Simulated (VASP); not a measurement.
Write the native input for VASP 6.6.1 that does the following.

```yaml
Task: single point
Functional: HSE06
Potentials_or_basis: VASP PAW PBE potentials, release 64 (Ba_sv, Te)
Cutoff: 520 eV
k_mesh: 4 × 4 × 4
Occupations: gaussian, width 0.01 eV
Spin: no spin polarisation
Dipole_correction: no
Grid_for_exact_exchange_PRECFOCK: Normal
Further_INCAR_settings: ALGO = Normal; EDIFF = 1e-06; NBANDS = 15
Share_of_exact_exchange: 0.25
Screening_parameter: 0.2079 1/Å
```

Crystal: BaTe.

```
CELL_PARAMETERS angstrom
0.00000 3.70901 3.48467
3.70901 0.00000 3.48467
3.70901 3.70901 0.00000
ATOMIC_POSITIONS crystal
Ba 0.00000 0.00000 0.00000
Te 0.50000 0.50000 0.50000
```

This cell differs from its parent crystal: epitaxial xy strain +5.0%.

These files were run (other wordings do the same):

POSCAR

```
BaTe
1.0
    0.0000000000      3.7090061762      3.4846684716
    3.7090061762      0.0000000000      3.4846684716
    3.7090061762      3.7090061762      0.0000000000
Ba Te
1 1
Direct
    0.0000000000      0.0000000000      0.0000000000
    0.5000000000      0.5000000000      0.5000000000
```

INCAR.step1

```
PREC     = Accurate       # precision mode
ENCUT    = 520            # plane-wave cutoff, eV
EDIFF    = 1E-5           # SCF threshold, eV
ISMEAR   = 0              # smearing method
SIGMA    = 0.01           # smearing width, eV
LREAL    = False          # projectors in reciprocal space
LASPH    = True           # aspherical terms in the spheres
NELM     = 100            # most SCF steps
ALGO     = Normal         # electronic algorithm
ISIF     = 2              # what is computed and relaxed
LWAVE    = True           # write WAVECAR
LCHARG   = False          # write CHGCAR
NBANDS   = 15             # bands
GGA      = PE             # functional
```

INCAR.step2

```
PREC     = Accurate       # precision mode
ENCUT    = 520            # plane-wave cutoff, eV
EDIFF    = 1E-6           # SCF threshold, eV
ISMEAR   = 0              # smearing method
SIGMA    = 0.01           # smearing width, eV
LREAL    = False          # projectors in reciprocal space
LASPH    = True           # aspherical terms in the spheres
NELM     = 100            # most SCF steps
ALGO     = Normal         # electronic algorithm
ISIF     = 2              # what is computed and relaxed
LWAVE    = False          # write WAVECAR
LCHARG   = False          # write CHGCAR
GGA      = PE             # functional
LHFCALC  = True           # exact exchange
HFSCREEN = 0.2079         # screening, 1/A
PRECFOCK = Normal       
NBANDS   = 15             # bands
ISTART   = 1
```

KPOINTS

```
regular mesh
0
Gamma
  4 4 4
```

Potentials or basis: VASP PAW PBE potentials, release 64 (Ba_sv, Te).

Launch:

```bash
$ cat potpaw_PBE.64/Ba_sv/POTCAR potpaw_PBE.64/Te/POTCAR > POTCAR
$ cp INCAR.step1 INCAR
$ mpirun -np 1 vasp_std > vasp.out
$ cp INCAR.step2 INCAR
$ mpirun -np 1 vasp_std > vasp.out
```

It gave:

```json
{
  "Pressure": "-1.9 GPa",
  "Band gap on the k mesh": "2.38 eV (least direct gap 2.81 eV)"
}
```

Caveat: the cell differs from its parent crystal (epitaxial xy strain +5.0%); the PAW data sets were made with another functional, which shifts forces and pressure a little; spin-orbit coupling is left out, which moves the levels of the heavy elements.

It took 12 min on 1 thread of Intel(R) Xeon(R) Platinum 8488C (Sapphire Rapids) (shared host), peak memory 0.36 GiB.
